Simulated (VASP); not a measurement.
Wanted: the native input for a VASP 6.6.1 run.

```
Task                   : single point
Functional             : LDA
Potentials or basis    : VASP PAW LDA potentials, release 64 (Cu_sv_GW, O)
Cutoff                 : 820 eV
k mesh                 : 7 × 7 × 4
Occupations            : gaussian, width 0.05 eV
Spin                   : collinear spin, ferromagnetic start
Starting moments       : [0.51, 0.51, 0.28, 0.28] μB
Fixed moment           : 1.5 μB
Hubbard terms          : Cu d U = 5.0 eV
Dipole correction      : no
Further INCAR settings : ALGO = Normal; EDIFF = 1e-06; NBANDS = 37
```

The structure of CuO lies in POSCAR:

```
CuO
1.0
    2.3446497600     -1.7133998200      0.0000000000
    2.3446497600      1.7133998200      0.0000000000
   -0.8605499100      0.0000000000      5.0594394800
Cu O
2 2
Direct
    0.0032000000      0.4968000000      0.0000000000
    0.4968000000      0.0032000000      0.5000000000
    0.5714000000      0.4056000000      0.2537000000
    0.4056000000      0.5714000000      0.7537000000
```

These files were run (other wordings do the same):

INCAR

```
SYSTEM = CuO
PREC     = Accurate       ! precision mode
ENCUT    = 820            ! plane-wave cutoff, eV
EDIFF    = 1E-6           ! SCF threshold, eV
ISMEAR   = 0              ! smearing method
SIGMA    = 0.05           ! smearing width, eV
LREAL    = .False.        ! projectors in reciprocal space
LASPH    = .True.         ! aspherical terms in the spheres
NELM     = 200            ! most SCF steps
ALGO     = Normal         ! electronic algorithm
ISIF     = 2              ! what is computed and relaxed
LWAVE    = .False.        ! write WAVECAR
LCHARG   = .False.        ! write CHGCAR
ISPIN    = 2              ! spin polarisation
MAGMOM   = 0.51 0.51 0.28 0.28 ! initial moments
LORBIT   = 11             ! projections on sites
NUPDOWN  = 1.5            ! fixed moment
LMAXMIX  = 4              ! l up to which the mixer works
LDAU     = .True.         ! DFT+U
LDAUTYPE = 2            
LDAUL    = 2 -1           ! shell
LDAUU    = 5 0            ! U, eV
LDAUJ    = 0 0          
LDAUPRINT= 1            
GGA      = CA             ! functional
NBANDS   = 37             ! bands
GGA_COMPAT= .False.
```

KPOINTS

```
regular mesh
0
Gamma
  7 7 4
  0 0 0
```

Potentials or basis: VASP PAW LDA potentials, release 64 (Cu_sv_GW, O).

Run with:

```bash
$ cat potpaw_LDA.64/Cu_sv_GW/POTCAR potpaw_LDA.64/O/POTCAR > POTCAR
$ mpirun -np 1 vasp_std > vasp.out
```

Results of the run:

```
Pressure                                              : -9.7 GPa
Largest force                                         : 0.754 eV/Å
Net moment                                            : 1.50 μB per cell
Site moments                                          : Cu +0.53; O +0.20 μB
Valence electrons inside the program's atomic spheres : Cu 17.53; O 4.95
```

Caveat: the cell stands under tension; the total moment is fixed, so each spin has its own Fermi level and the state may be an excited one.

Wall time 3 min on 1 thread of Intel(R) Xeon(R) 6975P-C (Granite Rapids), with other jobs on the host, peak memory 0.37 GiB.
